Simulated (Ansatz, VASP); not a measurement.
Two plane-wave programs on Ni

```xyz
2
Lattice="0.0000 1.7600 1.7600 1.7600 0.0000 1.7600 3.5200 3.5200 0.0000" Properties=species:S:1:pos:R:3 pbc="T T T"
Ni    0.0000    0.0000    0.0000
Ni    1.7600    1.7600    0.0000
```

Alike in both runs: task single point; functional PBEsol; k mesh 16 × 16 × 8; occupations gaussian, width 0.05 eV; collinear spin.

|  | VASP | Ansatz |
| --- | --- | --- |
| version | VASP 6.6.1 | Ansatz 0.2.0 |
| potentials or method | VASP PAW PBE potentials, release 64 (Ni), cutoff 520 eV | scalar-relativistic, plane waves, PAW |
| valence electrons in the cell | 20 | 36 |

Ansatz gave:

- gap on the k mesh at the Fermi level (eV): none
- pressure (GPa): -10.3
- traceless stress, the component that is largest in VASP (GPa): 0.00
- net moment per atom (μB): 0.60
- size of the moment on the site where the two differ most (μB): 0.64

Problem. Which values does VASP return?

Solution. gap on the k mesh at the Fermi level (eV): none; pressure (GPa): -10.5; traceless stress, the component that is largest in VASP (GPa): 0.27; net moment per atom (μB): 0.00; size of the moment on the site where the two differ most (μB): 0.27.

The net moments are unlike, so the other rows may belong to different states. VASP's potentials were made for PBE, not for PBEsol. Site moments also hang on the region over which each program counts them. A gap of «none» marks a metal or a gap that the smearing closes. VASP's potentials hold 20 valence electrons a cell and Ansatz's 36, so a difference there can come from the potentials and not from the codes. Ansatz's warnings: look outside group, seeded moment not kept.
